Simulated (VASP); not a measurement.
Runs of VASP 6.6.1 on DyW2. The structure is that of space group F-43m (No. 216), or close to it. The cells are those of the table. The cell was generated, and may not be a known phase.

```csv
task,level,U,cell,k mesh,gap on the mesh (eV),pressure (GPa),relaxed volume (Å³/atom)
single point,PBE,-,"a = 4.546 Å, angles 60.0°, 3 atoms",4 × 4 × 4,none,0.5,-
relaxation of cell and atoms,PBE,-,"relaxed from a = 4.609 Å, angles 60.0°, 3 atoms",4 × 4 × 4,none,-0.1,(a)
single point,PBE,-,"a = 4.609 Å, angles 60.0°, 3 atoms",4 × 4 × 4,none,-4.7,-
relaxation of cell and atoms,PBE,-,"relaxed from a = 4.537 Å, angles 60.0°, 3 atoms",12 × 12 × 12,none,0.0,22.09
single point,PBE,-,"a = 4.537 Å, angles 60.0°, 3 atoms",12 × 12 × 12,none,0.5,-
single point,PBE,-,"a = 4.537 Å, angles 60.0°, 3 atoms",6 × 6 × 6,none,0.5,-
relaxation of cell and atoms,PBE,-,"relaxed from a = 4.546 Å, angles 60.0°, 3 atoms",6 × 6 × 6,none,0.0,22.09
single point,PBE+U,W d U = 3.0 eV,"a = 4.537 Å, angles 60.0°, 3 atoms",12 × 12 × 12,none,3.4,-
```

Alike in all rows: potentials or basis VASP PAW PBE potentials, release 64 (Dy_3, W_sv), 4f in core; no spin polarisation; cutoff (eV) 500; smearing gaussian 0.1 eV.

**Question.** Estimate the missing entries.

**Answer.** (a) 22.23.

Caveats: some runs use coarse meshes; spin-orbit coupling is left out, which moves the levels of the heavy elements; the 4f electrons are frozen in the core, so they carry no moment and show no levels; the cell stands under pressure (at least some runs); U without spin polarisation on a metal has little footing (at least some runs).

A k mesh can miss the band edges, and the runs leave out spin-orbit coupling on Dy, W.

A gap of «none» marks levels without a gap at the run's occupations.
